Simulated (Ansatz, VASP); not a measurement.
## Sb: VASP beside Ansatz

INCAR

```
SYSTEM = Sb
PREC = Accurate
ENCUT = 520
EDIFF = 1E-6
ISMEAR = -1
SIGMA = 0.05
LREAL = .FALSE.
LASPH = .TRUE.
NELM = 80
ALGO = Normal
ISIF = 2
LWAVE = .FALSE.
LCHARG = .FALSE.
GGA = CA
NBANDS = 12
```

Contents of KPOINTS:

```
Automatic mesh
0
G
  8 8 8
  0 0 0
```

The input POSCAR:

```
Sb
1.0
    2.1102243954      1.2183386227      3.6812845966
   -2.1102243954      1.2183386227      3.6812845966
    0.0000000000     -2.4366772455      3.6812845966
Sb
2
Direct
    0.7665100000      0.7665100000      0.7665100000
    0.2334900000      0.2334900000      0.2334900000
```

File input.yaml:

```yaml
crystal:
  lattice:
    - [2.1102243954, 1.2183386227, 3.6812845966]
    - [-2.1102243954, 1.2183386227, 3.6812845966]
    - [0.0, -2.4366772455, 3.6812845966]
  atoms:
    - { symbol: Sb, position: [0.76651, 0.76651, 0.76651] }
    - { symbol: Sb, position: [0.23349, 0.23349, 0.23349] }
hamiltonian:
  xc: lda
  pseudopotentials: { kind: paw }
kpoints:
  mp_grid: { grid: [8, 8, 8] }
scf:
  occupations: { method: fermi_dirac, width: 0.05 }
output:
  forces: true
  stress: true
  eigenvalues: true
```

Alike in both runs: task single point; functional LDA; k mesh 8 × 8 × 8; occupations fermi-dirac, width 0.05 eV; no spin polarisation.

```csv
,VASP,Ansatz
version,VASP 6.6.1,Ansatz 0.2.0
potentials or method,"VASP PAW LDA potentials, release 64 (Sb)",Ansatz PAW
plane-wave cutoff (eV),520,420
valence electrons in the cell,10,30
```

```tsv
	VASP	Ansatz	Ansatz less VASP
gap on the k mesh at the Fermi level (eV)	none	none	-
pressure (GPa)	3.1	2.7	-0.41
traceless stress, the component that is largest in VASP (GPa)	-0.91	-0.80	+0.105
rms of the force components (eV/Å)	0.249	0.201	-0.0484
```

LDA's correlation is that of Perdew and Zunger in VASP and of Perdew and Wang (1992) in Ansatz. Atom by atom the forces differ by 0.048 eV/Å (rms over components). A gap of «none» marks a metal or a gap that the smearing closes. VASP's potentials hold 10 valence electrons a cell and Ansatz's 30, so a difference there can come from the potentials and not from the codes.

Spin-orbit coupling is off throughout.
